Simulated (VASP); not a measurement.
TaN, 2 atoms in the cell. The structure is hexagonal, space group P-6m2 (No. 187). The conventional cell has a = 2.814 Å, b = 2.814 Å, c = 2.763 Å, α = 90.00°, β = 90.00°, γ = 120.00°. Within 2.9 Å of Ta (site symmetry -6m2) lie 6 N at 2.13 Å and 8 Ta at 2.76 to 2.81 Å. N (site symmetry -6m2) has 6 Ta at 2.13 Å and 8 N at 2.76 to 2.81 Å within 2.9 Å. 

| Property | Result |
| --- | --- |
| Program | VASP 6.6.1 |
| Task | single point |
| Functional | PBEsol |
| Potentials or basis | VASP PAW PBE potentials, release 64 (Ta_sv_GW, N) |
| Cutoff | 700 eV |
| k mesh | 18 × 18 × 16 |
| Occupations | gaussian, width 0.15 eV |
| Spin | no spin polarisation |
| Dipole correction | no |
| Further INCAR settings | ALGO = Normal; EDIFF = 1e-06; NBANDS = 16 |

Potentials or basis: VASP PAW PBE potentials, release 64 (Ta_sv_GW, N).

Command:

```sh
$ cat potpaw_PBE.64/Ta_sv_GW/POTCAR potpaw_PBE.64/N/POTCAR > POTCAR
$ mpirun -np 1 vasp_std > vasp.out
```

Hardware: 1 thread of AMD EPYC 7R13 Processor (Zen 3), with other jobs on the host.

Question: How long does it take, and how much memory?

Answer: It took 93 s on 1 thread of AMD EPYC 7R13 Processor (Zen 3) (shared host), peak memory 0.25 GiB. Counts: scf iterations 13, k points 333.
